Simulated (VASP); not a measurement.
Set up this calculation in VASP 6.6.1, as the native input.

* Task: relaxation of cell and atoms
* Functional: PBE
* Potentials or basis: VASP PAW PBE potentials, release 64 (B, As)
* Cutoff: 600 eV
* k mesh: 16 × 16 × 16
* Occupations: fermi-dirac, width 0.05 eV
* Spin: no spin polarisation
* Target pressure: 27 GPa
* Dipole correction: no
* Further INCAR settings: ALGO = Normal; EDIFF = 1e-07; IBRION = 2; EDIFFG = -0.005; NSW = 32; ISIF = 3

The structure of BAs (rocksalt type) lies in POSCAR:

```
BAs
1.0
    0.0000000000      2.1933433607      2.1933433607
    2.1933433607      0.0000000000      2.1933433607
    2.1933433607      2.1933433607      0.0000000000
B As
1 1
Direct
    0.0000000000      0.0000000000      0.0000000000
    0.5000000000      0.5000000000      0.5000000000
```

One way to write it, as run:

INCAR

```
ALGO = Normal
EDIFF = 1E-7
EDIFFG = -0.005
ENCUT = 600
GGA = PE
IBRION = 2
ISIF = 3
ISMEAR = -1
LASPH = True
LCHARG = False
LREAL = False
LWAVE = False
NELM = 100
NSW = 32
PREC = Accurate
PSTRESS = 270.0
SIGMA = 0.05
```

KPOINTS

```
k-points
0
Gamma
  16 16 16
```

Potentials or basis: VASP PAW PBE potentials, release 64 (B, As).

Launch:

```bash
$ cat potpaw_PBE.64/B/POTCAR potpaw_PBE.64/As/POTCAR > POTCAR
$ mpirun -np 1 vasp_std > vasp.out
```

Results of the run:

```json
{
  "Relaxed volume": "10.59 Å³/atom",
  "Relaxed cell": "a = 3.105 Å, b = 3.105 Å, c = 3.105 Å, α = 60.00°, β = 60.00°, γ = 60.00°",
  "Space group after relaxing (to 0.05 Å)": "Fm-3m (No. 225)",
  "Energy change on relaxing (the enthalpy is what falls)": "-6.2 meV/atom",
  "Ionic steps": "3",
  "Pressure after relaxing": "27.0 GPa",
  "Band gap on the k mesh": "zero (band 4 reaches 10.59 eV, above the bottom of band 5 at 6.13 eV)"
}
```

Caveat: the cell is relaxed towards a set pressure, so the enthalpy falls and the energy may rise.

Run time: 47 s on 1 thread of Intel Xeon 6975P-C, with other jobs on the host, peak memory 0.18 GiB.
